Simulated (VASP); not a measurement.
# HfC (rocksalt type) (Fm-3m) in VASP: notebook

The runs below take HfC (rocksalt type) through single point, with PBE.

Everything below comes from runs of VASP 6.6.1. Logs are shortened: lines on timing, memory, paths and dates and some standing lists are left out, and cuts for length are marked.

## Step 1: The cell of the first run

Symmetry: Fm-3m, No. 225, cubic system. Conventional cell: a = 4.423 Å, b = 4.423 Å, c = 4.423 Å, α = 90.00°, β = 90.00°, γ = 90.00°. Hf (site symmetry m-3m) has 6 C at 2.21 Å within 2.9 Å. Within 2.9 Å of C (site symmetry m-3m) lie 6 Hf at 2.21 Å.

## Step 2: Single point, PBE (volume scaled by 0.86, to set the pressure)

Input file INCAR:

```
SYSTEM = HfC
PREC = Accurate
ENCUT = 520
EDIFF = 1E-6
ISMEAR = -1
SIGMA = 0.1
LREAL = .False.
LASPH = .True.
NELM = 60
ALGO = Normal
ISIF = 2
LWAVE = .False.
LCHARG = .True.
GGA = PE
LELF = .True.
LVHAR = .True.
NBANDS = 14
```

Input file KPOINTS:

```
Automatic mesh
0
Gamma
  16 16 16
  0 0 0
```

Input file POSCAR:

```
HfC
1.0
    0.0000000000      2.2115623204      2.2115623204
    2.2115623204      0.0000000000      2.2115623204
    2.2115623204      2.2115623204      0.0000000000
Hf C
1 1
Direct
    0.0000000000      0.0000000000      0.0000000000
    0.5000000000      0.5000000000      0.5000000000
```

Potentials or basis: VASP PAW PBE potentials, release 64 (Hf_pv, C).

Started as:

```
cat potpaw_PBE.64/Hf_pv/POTCAR potpaw_PBE.64/C/POTCAR > POTCAR
mpirun -np 1 vasp_std > vasp.out
```

OUTCAR:

```text
SYSTEM = HfC
   PREC = Accurate
   ENCUT = 520
   EDIFF = 1E-6
   ISMEAR = -1
   LREAL = .False.
   LASPH = .True.
   NELM = 60
   ISIF = 2
   GGA = PE

 ion  position               nearest neighbor table
   1  0.000  0.000  0.000-   2 2.21   2 2.21   2 2.21   2 2.21   2 2.21   2 2.21
   2  0.500  0.500  0.500-   1 2.21   1 2.21   1 2.21   1 2.21   1 2.21   1 2.21

  LATTYP: Found a face centered cubic cell.
 ALAT       =     4.4231246408

  Lattice vectors:

 A1 = (   0.0000000000,   2.2115623204,   2.2115623204)
 A2 = (   2.2115623204,   0.0000000000,   2.2115623204)
 A3 = (   2.2115623204,   2.2115623204,   0.0000000000)

Analysis of symmetry for initial positions (statically):
=====================================================================
 Subroutine PRICEL returns:
 Original cell was already a primitive cell.

 Routine SETGRP: Setting up the symmetry group for a
 face centered cubic supercell.

 Subroutine GETGRP returns: Found 48 space group operations
 (whereof 48 operations were pure point group operations)
 out of a pool of 48 trial point group operations.

The static configuration has the point symmetry O_h .

Analysis of symmetry for dynamics (positions and initial velocities):
=====================================================================
 Subroutine PRICEL returns:
 Original cell was already a primitive cell.

 Routine SETGRP: Setting up the symmetry group for a
 face centered cubic supercell.

 Subroutine GETGRP returns: Found 48 space group operations
 (whereof 48 operations were pure point group operations)
 out of a pool of 48 trial point group operations.

The dynamic configuration has the point symmetry O_h .

 Subroutine INISYM returns: Found 48 space group operations
 (whereof 48 operations are pure point group operations),
 and found     1 'primitive' translations

----------------------------------------------------------------------------------------

                                     Primitive cell

  volume of cell :      21.6335

  direct lattice vectors                    reciprocal lattice vectors
     0.000000000  2.211562320  2.211562320    -0.226084517  0.226084517  0.226084517
     2.211562320  0.000000000  2.211562320     0.226084517 -0.226084517  0.226084517
     2.211562320  2.211562320  0.000000000     0.226084517  0.226084517 -0.226084517

  length of vectors
     3.127621428  3.127621428  3.127621428     0.391589871  0.391589871  0.391589871

  position of ions in fractional coordinates (direct lattice)
     0.000000000  0.000000000  0.000000000
     0.500000000  0.500000000  0.500000000

  ion indices of the primitive-cell ions
   primitive index   ion index
                 1           1
                 2           2

----------------------------------------------------------------------------------------

 KPOINTS: Automatic mesh

Automatic generation of k-mesh.
 Grid dimensions read from file:
 generate k-points for:   16   16   16

 Generating k-lattice:

  Cartesian coordinates                     Fractional coordinates (reciprocal lattice)
    -0.014130282  0.014130282  0.014130282     0.062500000  0.000000000  0.000000000
     0.014130282 -0.014130282  0.014130282     0.000000000  0.062500000  0.000000000
     0.014130282  0.014130282 -0.014130282     0.000000000  0.000000000  0.062500000

  Length of vectors
     0.024474367  0.024474367  0.024474367

  Shift w.r.t. Gamma in fractional coordinates (k-lattice)
     0.000000000  0.000000000  0.000000000

 Subroutine IBZKPT returns following result:
 ===========================================

 Found    145 irreducible k-points:

 Following reciprocal coordinates:
            Coordinates               Weight
  0.000000  0.000000  0.000000      1.000000
  0.062500  0.000000  0.000000      8.000000
  0.125000  0.000000  0.000000      8.000000
  0.187500  0.000000  0.000000      8.000000
  0.250000  0.000000  0.000000      8.000000
  0.312500  0.000000  0.000000      8.000000
[... 16 lines left out ...]
 -0.125000  0.062500  0.000000     24.000000
 -0.062500  0.062500  0.000000     12.000000
 [... further k-points ...]
   k-points           NKPTS =    145   k-points in BZ     NKDIM =    145   number of bands    NBANDS=     14
   number of dos      NEDOS =    301   number of ions     NIONS =      2
   total plane-waves  NPLWV =  13824
   dimension x,y,z NGX =    24 NGY =   24 NGZ =   24
   dimension x,y,z NGXF=    48 NGYF=   48 NGZF=   48
   ions per type =               1   1
   NGX,Y,Z   is equivalent  to a cutoff of  12.76, 12.76, 12.76 a.u.
   NGXF,Y,Z  is equivalent  to a cutoff of  25.51, 25.51, 25.51 a.u.
 SYSTEM =  HfC
   PREC   = accura    normal or accurate (medium, high low for compatibility)
   ISTART =      0    job   : 0-new  1-cont  2-samecut
   ICHARG =      2    charge: 1-file 2-atom 10-const
   ISPIN  =      1    spin polarized calculation?
   LNONCOLLINEAR =      F non collinear calculations
   LSORBIT =      F    spin-orbit coupling
   LASPH  =      T    aspherical Exc in radial PAW
   ENCUT  =  520.0 eV  38.22 Ry    6.18 a.u.   5.82  5.82  5.82*2*pi/ulx,y,z
   NELM   =     60;   NELMIN=  2; NELMDL= -5     # of ELM steps
   EDIFF  = 0.1E-05   stopping-criterion for ELM
   LREAL  =      F    real-space projection
   EDIFFG = 0.1E-04   stopping-criterion for IOM
   NSW    =      0    number of steps for IOM
   IBRION =     -1    ionic relax: 0-MD 1-quasi-New 2-CG
   NFREE  =      0    steps in history (QN), initial steepest desc. (CG)
   ISIF   =      2    stress and relaxation
   ISYM   =      2    0-nonsym 1-usesym 2-fastsym
   POTIM  = 0.5000    time-step for ionic-motion
   TEBEG  =    0.0;   TEEND  =   0.0 temperature during run
   PSTRESS=    0.0 pullay stress
   NELECT =      14.0000    total number of electrons
   NUPDOWN=      -1.0000    fix difference up-down
   EMIN   =  10.00;   EMAX   =-10.00  energy-range for DOS
   EFERMI =   0.00;   METHOD = LEGACY
   ISMEAR =    -1;   SIGMA  =   0.10  broadening in eV -4-tet -1-fermi 0-gaus
   EFERMI_NEDOS =   21; number of points for ismear=-14 and -15
   IALGO  =     38    algorithm
   IMIX   =      4    mixing-type and parameters
     AMIX     =   0.40;   BMIX     =  1.00
     AMIX_MAG =   1.60;   BMIX_MAG =  1.00
  volume/ion in A,a.u.               =      10.82        73.00
  Fermi-wavevector in a.u.,A,eV,Ry     =   1.416038  2.675924 27.281918  2.005164
  Thomas-Fermi vector in A             =   2.537414
   LORBIT       =      0    0 simple, 1 ext, 2 COOP (PROOUT), +10 PAW based schemes
   GGA     = PE    functional components
   LHFCALC =     F    Hartree Fock is set to
   AEXX    =    0.0000 exact exchange contribution
   IVDW    =     0    specifies the selected vdW correction
   LEPSILON=     F    determine dielectric tensor
   LRPA    =     F    only Hartree local field effects (RPA)
 non-spin polarized calculation
  energy-cutoff  :      520.00
  volume of cell :       21.63
 maximum number of plane-waves:       604
   NGX = 11   NGY = 11   NGZ = 11

 number of electron      14.0000001 magnetization

 Free energy of the ion-electron system (eV)
  ---------------------------------------------------
  ext. energy  EPLUGINS =         0.00000000
  ---------------------------------------------------
  free energy    TOTEN  =       -20.59389412 eV

  energy without entropy =      -20.58473640  energy(sigma->0) =      -20.58931526

 E-fermi :   7.1656     XC(G=0): -13.0459

 val. band max:        7.1183520535   @ k =   0.3125   0.2500   0.0000
 cond. band min:       7.1938943428   @ k =   0.4375   0.4375   0.0000
 fundamental gap:      0.0755422893
 Fermi energy:         7.1655687966

 k-point     1 :       0.0000    0.0000    0.0000
  band No.  band energies     occupation
      1     -21.6706      2.00000
      2     -21.6706      2.00000
      3     -21.6706      2.00000
      4      -5.8974      2.00000
      5       8.2481      0.00004
      6       8.2481      0.00004
      7       8.2481      0.00004
      8       8.5736      0.00000
      9       8.5736      0.00000
     10       8.5736      0.00000
     11      11.0273      0.00000
     12      11.0273      0.00000
     13      15.8746      0.00000
     14      18.6057      0.00000

 k-point     2 :       0.0625    0.0000    0.0000
  band No.  band energies     occupation
      1     -21.7206      2.00000
      2     -21.6749      2.00000
      3     -21.6749      2.00000
      4      -5.7709      2.00000
      5       7.3892      0.19311
      6       7.6411      0.01707
      7       7.6411      0.01707
      8       8.8413      0.00000
      9       8.8413      0.00000
     10       9.1874      0.00000
     11      11.6121      0.00000
     12      11.6121      0.00000
     13      16.0852      0.00000
     14      18.9438      0.00000

 k-point     3 :       0.1250    0.0000    0.0000
  band No.  band energies     occupation
      1     -21.8601      2.00000
      2     -21.6869      2.00000
      3     -21.6869      2.00000
      4      -5.4049      2.00000
      5       6.2412      1.99981
      6       6.7139      1.97839
      7       6.7139      1.97839
      8       9.2386      0.00000
      9       9.2386      0.00000
     10       9.6994      0.00000
     11      12.8678      0.00000
     12      12.8678      0.00000
     13      16.6399      0.00000
     14      19.8909      0.00000
[... 324 lines left out ...]
 k-point    23 :      -0.1250    0.0625    0.0000
  band No.  band energies     occupation
      1     -21.9403      2.00000
      2     -21.7314      2.00000
      3     -21.6800      2.00000
      4      -5.1372      2.00000
      5       5.6242      2.00000
      6       6.0927      1.99996
      7       6.4134      1.99892
      8       9.1017      0.00000
      9       9.8690      0.00000
     10      10.2272      0.00000
     11      12.6712      0.00000
     12      14.2162      0.00000
     13      17.0714      0.00000
     14      20.5584      0.00000

 k-point    24 :      -0.0625    0.0625    0.0000
  band No.  band energies     occupation
      1     -21.7892      2.00000
      2     -21.7017      2.00000
      3     -21.6728      2.00000
      4      -5.5660      2.00000
      5       6.7001      1.98115
      6       6.9727      1.74629
      7       7.1041      1.29787
      8       8.7635      0.00000
      9       9.5381      0.00000
     10       9.5667      0.00000
     11      11.7588      0.00000
     12      12.7814      0.00000
     13      16.4305      0.00000
     14      19.4808      0.00000

 [... further k-points ...]
[... 5 lines left out ...]
  --------------------------------------------------------------------------------------
  -------------------------------------------------------------------------------------
  Total        6.4521222      6.4521222      6.4521222      0.0000000     -0.0000000      0.0000000
  in kB      477.8434366    477.8434366    477.8434366      0.0000000     -0.0000000      0.0000000
  external PRESSURE =     477.8434366 kB  Pullay stress =       0.0000000 kB

 VOLUME and BASIS-vectors are now :
 -----------------------------------------------------------------------------
  energy-cutoff  :      520.00
  volume of cell :       21.63
      direct lattice vectors                 reciprocal lattice vectors
     0.000000000  2.211562320  2.211562320    -0.226084517  0.226084517  0.226084517
     2.211562320  0.000000000  2.211562320     0.226084517 -0.226084517  0.226084517
     2.211562320  2.211562320  0.000000000     0.226084517  0.226084517 -0.226084517

 POSITION                                       TOTAL-FORCE (eV/Angst)
 -----------------------------------------------------------------------------------
      0.00000      0.00000      0.00000         0.000000     -0.000000      0.000000
      2.21156      2.21156      2.21156        -0.000000      0.000000     -0.000000
 -----------------------------------------------------------------------------------
    total drift:                                0.000000     -0.000000     -0.000000

  FREE ENERGIE OF THE ION-ELECTRON SYSTEM (eV)
  ---------------------------------------------------
  free  energy   TOTEN  =       -20.5938941151 eV

  energy  without entropy=      -20.5847363995  energy(sigma->0) =      -20.58931526
```

It took 21 s on 1 thread of Intel Xeon Platinum 8488C (Sapphire Rapids), shared host; peak memory 0.17 GiB.

What came out:

```
Free energy            : -20.5939 eV
Pressure               : 47.8 GPa
Band gap on the k mesh : zero (band 7 reaches 8.25 eV, above the bottom of band 8 at 6.73 eV)
```

Levels at points of the mesh, in eV from the Fermi level:
| k point | band 3 | band 4 | band 5 | band 6 | band 7 | band 8 | band 9 | band 10 | band 11 | band 12 |
| --- | --- | --- | --- | --- | --- | --- | --- | --- | --- | --- |
| (0.00, 0.00, 0.00) | -28.84 | -13.06 | 1.08 | 1.08 | 1.08 | 1.41 | 1.41 | 1.41 | 3.86 | 3.86 |
| (0.50, 0.00, 0.00) | -28.95 | -8.32 | -6.85 | -3.55 | -3.55 | 6.23 | 6.23 | 6.79 | 7.33 | 13.47 |
| (0.50, 0.50, 0.00) | -29.23 | -11.14 | -2.35 | -2.32 | 0.10 | 0.10 | 6.23 | 8.02 | 8.02 | 10.49 |

Caveat: the cell differs from its parent crystal (volume scaled by 0.86, to set the pressure); spin-orbit coupling is left out, which moves the levels of the heavy elements.

(Part 1 of 2 ends here.)
